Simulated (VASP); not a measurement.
Set up this calculation in VASP 6.6.1, as the native input.

- Task: single point
- Functional: r2SCAN
- Potentials or basis: VASP PAW PBE potentials, release 64 (C)
- Cutoff: 520 eV
- k mesh: 15 × 15 × 5
- Occupations: fermi-dirac, width 0.05 eV
- Spin: no spin polarisation
- Dipole correction: no
- Further INCAR settings: ALGO = Normal; EDIFF = 1e-06; NBANDS = 16

Crystal: C.

```
C
1.0
     2.45591    0.00000    0.00000
    -1.22796    2.12688    0.00000
     0.00000    0.00000    7.01063
C
4
Direct
  0.00000 0.00000 0.25000
  0.00000 0.00000 0.75000
  0.33333 0.66667 0.25000
  0.66667 0.33333 0.75000
```

These files were run (other wordings do the same):

POSCAR

```
C
1.0
    2.4559134450      0.0000000000      0.0000000000
   -1.2279567225      2.1268834329      0.0000000000
    0.0000000000      0.0000000000      7.0106290262
C
4
Direct
    1.0000000000      1.0000000000      0.2500000000
    0.0000000000      0.0000000000      0.7500000000
    0.3333333333      0.6666666667      0.2500000000
    0.6666666667      0.3333333333      0.7500000000
```

INCAR.step1

```
SYSTEM = C
  ALGO = Normal
  EDIFF = 1E-4
  ENCUT = 520
  GGA = PE
  ISMEAR = -1
  LASPH = .TRUE.
  LCHARG = .FALSE.
  LREAL = .FALSE.
  LWAVE = .TRUE.
  NBANDS = 16
  NELM = 60
  PREC = Accurate
  SIGMA = 0.05
```

INCAR.step2

```
SYSTEM = C
  ALGO = Normal
  EDIFF = 1E-6
  ENCUT = 520
  ISIF = 2
  ISMEAR = -1
  ISTART = 1
  LASPH = .TRUE.
  LCHARG = .FALSE.
  LMIXTAU = .TRUE.
  LREAL = .FALSE.
  LWAVE = .FALSE.
  METAGGA = R2SCAN
  NBANDS = 16
  NELM = 60
  PREC = Accurate
  SIGMA = 0.05
```

KPOINTS

```
k-points
0
G
  15 15 5
  0 0 0
```

Potentials or basis: VASP PAW PBE potentials, release 64 (C).

Command:

```bash
$ cat potpaw_PBE.64/C/POTCAR > POTCAR
$ cp INCAR.step1 INCAR
$ mpirun -np 1 vasp_std > vasp.out
$ cp INCAR.step2 INCAR
$ mpirun -np 1 vasp_std > vasp.out
```

Results of the run:

| Property | Result |
| --- | --- |
| Pressure | 0.7 GPa |
| Band gap on the k mesh | zero (band 8 reaches 4.31 eV, above the bottom of band 9 at 4.30 eV) |

Caveat: the PAW data sets were made with another functional, which shifts forces and pressure a little.

Run time: 64 s on 1 thread of Intel(R) Xeon(R) 6975P-C (Granite Rapids), on a shared host, peak memory 0.16 GiB.
